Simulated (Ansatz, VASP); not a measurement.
One calculation of Ge, two programs

The input INCAR:

```
ALGO = Normal
DIPOL = 0.5 0.5 0.500
EDIFF = 1E-6
ENCUT = 520
GGA = PE
IDIPOL = 3
ISIF = 2
ISMEAR = 0
IVDW = 12
LASPH = True
LCHARG = False
LDIPOL = True
LREAL = False
LWAVE = False
NBANDS = 21
NELM = 60
PREC = Accurate
SIGMA = 0.1
```

KPOINTS

```
k-points
0
Gamma
  12 12 1
```

Contents of POSCAR:

```
Ge
1.0
    3.7710000000      0.0000000000      0.0000000000
   -1.8855000000      3.2657817977      0.0000000000
    0.0000000000      0.0000000000     28.0000000000
Ge
2
Direct
    0.3333333333      0.6666666667      0.5157142857
    0.6666666667      0.3333333333      0.4842857143
```

Input for Ansatz:

```yaml
crystal:
  lattice:
    - [3.771, 0.0, 0.0]
    - [-1.8855, 3.2657817977, 0.0]
    - [0.0, 0.0, 28.0]
  atoms:
    - { symbol: Ge, position: [0.3333333333, 0.6666666667, 0.5157142857] }
    - { symbol: Ge, position: [0.6666666667, 0.3333333333, 0.4842857143] }
  periodic: [true, true, false]
basis:
  ecutwfc: 420
kpoints:
  mp_grid: { grid: [12, 12, 1] }
hamiltonian:
  xc: pbe
  pseudopotentials: { kind: paw, azcp: { folder: soft_1 } }
  dispersion: d3bj
scf:
  occupations: { method: gaussian, width: 0.1 }
output:
  forces: true
  stress: true
  eigenvalues: true
```

Alike in both runs: task single point; functional PBE; dispersion D3(BJ); k mesh 12 × 12 × 1; occupations gaussian, width 0.1 eV; no spin polarisation.

|  | VASP | Ansatz |
| --- | --- | --- |
| version | VASP 6.6.1 | Ansatz 0.2.0 |
| potentials or method | VASP PAW PBE potentials, release 64 (Ge_d), cutoff 520 eV | scalar-relativistic, plane waves, PAW |
| valence electrons in the cell | 28 | 28 |

```tsv
	VASP	Ansatz	Ansatz less VASP
gap on the k mesh at the Fermi level (eV)	none	none	-
rms of the force components (eV/Å)	0.082	0.077	-0.0050
```

Atom by atom the forces differ by 0.005 eV/Å (rms over components). A gap of «none» marks a metal or a gap that the smearing closes.
